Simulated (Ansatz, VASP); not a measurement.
## Si: VASP beside Ansatz

```
CELL_PARAMETERS angstrom
-3.32544 3.32544 1.95122
3.32544 -3.32544 1.95122
3.32544 3.32544 -1.95122
ATOMIC_POSITIONS crystal
Si 0.17880 0.17880 0.35760
Si 0.82120 0.82120 0.64240
Si 0.17880 0.82120 0.00000
Si 0.82120 0.17880 0.00000
```

Change from the starting cell: strain +0.000 along x and y, +0.015 along z, atoms carried along.

Alike in both runs: task single point; functional LDA; k mesh 10 × 10 × 10; occupations gaussian, width 0.03 eV; no spin polarisation.

|  | VASP | Ansatz |
| --- | --- | --- |
| version | VASP 6.6.1 | Ansatz 0.2.0 |
| potentials or method | VASP PAW LDA potentials, release 64 (Si), cutoff 520 eV | scalar-relativistic, plane waves, PAW |
| valence electrons in the cell | 16 | 16 |

|  | VASP | Ansatz | Ansatz less VASP |
| --- | --- | --- | --- |
| gap on the k mesh at the Fermi level (eV) | 0.13 | 0.13 | +0.002 |
| least direct gap on the mesh (eV) | 0.13 | 0.13 | +0.002 |
| pressure (GPa) | -3.0 | -3.0 | -0.03 |
| traceless stress, the component that is largest in VASP (GPa) | -1.87 | -1.84 | +0.023 |
| rms of the force components (eV/Å) | 0.061 | 0.059 | -0.0019 |

LDA's correlation is that of Perdew and Zunger in VASP and of Perdew and Wang (1992) in Ansatz. Atom by atom the forces differ by 0.002 eV/Å (rms over components).
